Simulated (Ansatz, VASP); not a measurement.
# Mg5ZrN2 in VASP and in Ansatz

```
CELL_PARAMETERS angstrom
3.21267 0.00000 0.00000
-1.60633 2.78225 0.00000
0.00000 0.00000 15.36943
ATOMIC_POSITIONS crystal
Mg 0.33333 0.66667 0.16340
Mg 0.66667 0.33333 0.83660
Mg 0.33333 0.66667 0.66575
Mg 0.00000 0.00000 0.50000
Mg 0.66667 0.33333 0.33425
Zr 0.00000 0.00000 0.00000
N 0.33333 0.66667 0.91490
N 0.66667 0.33333 0.08510
```

Alike in both runs: task single point; functional PBE; k mesh 6 × 6 × 2; occupations gaussian, width 0.2 eV; no spin polarisation.

|  | VASP | Ansatz |
| --- | --- | --- |
| version | VASP 6.6.1 | Ansatz 0.2.0 |
| potentials or method | VASP PAW PBE potentials, release 64 (Mg, Zr_sv, N), cutoff 600 eV | scalar-relativistic, plane waves, PAW |
| valence electrons in the cell | 32 | 72 |

VASP gave:

- gap on the k mesh at the Fermi level (eV): none
- pressure (GPa): -0.2
- traceless stress, the component that is largest in VASP (GPa): 0.11
- rms of the force components (eV/Å): 0.023

**Question.** What did Ansatz give for the same quantities?

**Answer.** gap on the k mesh at the Fermi level (eV): none; pressure (GPa): 0.0; traceless stress, the component that is largest in VASP (GPa): 0.15; rms of the force components (eV/Å): 0.016.

Atom by atom the forces differ by 0.008 eV/Å (rms over components). A gap of «none» marks a metal or a gap that the smearing closes. VASP's potentials hold 32 valence electrons a cell and Ansatz's 72, so a difference there can come from the potentials and not from the codes.

The k mesh is coarse, so the values compare programs but aren't converged.
